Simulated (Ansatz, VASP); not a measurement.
One calculation of La, two programs

The input INCAR:

```
SYSTEM = La
PREC = Accurate
ENCUT = 520
EDIFF = 1E-7
ISMEAR = -1
SIGMA = 0.1
LREAL = .FALSE.
LASPH = .TRUE.
NELM = 80
ALGO = Normal
ISIF = 2
LWAVE = .FALSE.
LCHARG = .FALSE.
GGA = B5
ALDAX = 1.0
AGGAX = 1.0
AGGAC = 1.0
ALDAC = 0.0
NBANDS = 12
```

Contents of KPOINTS:

```
Automatic mesh
0
G
  12 12 12
  0 0 0
```

POSCAR

```
La
1.0
   -2.1953719707      2.1953719707      2.1953719707
    2.1953719707     -2.1953719707      2.1953719707
    2.1953719707      2.1953719707     -2.1953719707
La
1
Direct
    0.0000000000      0.0000000000      0.0000000000
```

Input for Ansatz:

```yaml
crystal:
  lattice:
    - [-2.1953719707, 2.1953719707, 2.1953719707]
    - [2.1953719707, -2.1953719707, 2.1953719707]
    - [2.1953719707, 2.1953719707, -2.1953719707]
  atoms:
    - { symbol: La, position: [0.0, 0.0, 0.0] }
hamiltonian:
  xc: blyp
  pseudopotentials:
    kind: paw
    azcp:
      La: "pseudopotentials/La.paw.azcp"
basis:
  ecutwfc: 420
  fft_grid_basis: typed
kpoints:
  mp_grid: { grid: [12, 12, 12], shift: [0, 0, 0] }
magnetization:
  spin_polarized: false
scf:
  occupations: { method: fermi_dirac, width: 0.1 }
  lower_state_search: "off"
output:
  stress: true
```

Alike in both runs: task single point; functional BLYP; k mesh 12 × 12 × 12; occupations fermi-dirac, width 0.1 eV; no spin polarisation.

|  | VASP | Ansatz |
| --- | --- | --- |
| version | VASP 6.6.1 | Ansatz 0.2.0 |
| potentials or method | VASP PAW PBE potentials, release 64 (La), cutoff 520 eV | plane waves (420 eV) with PAW, scalar-relativistic |
| valence electrons in the cell | 11 | 11 |

|  | VASP | Ansatz | Ansatz less VASP |
| --- | --- | --- | --- |
| pressure (GPa) | -1.0 | -1.0 | +0.02 |

VASP's potentials were made for PBE, not for BLYP.

Spin-orbit coupling is off throughout.
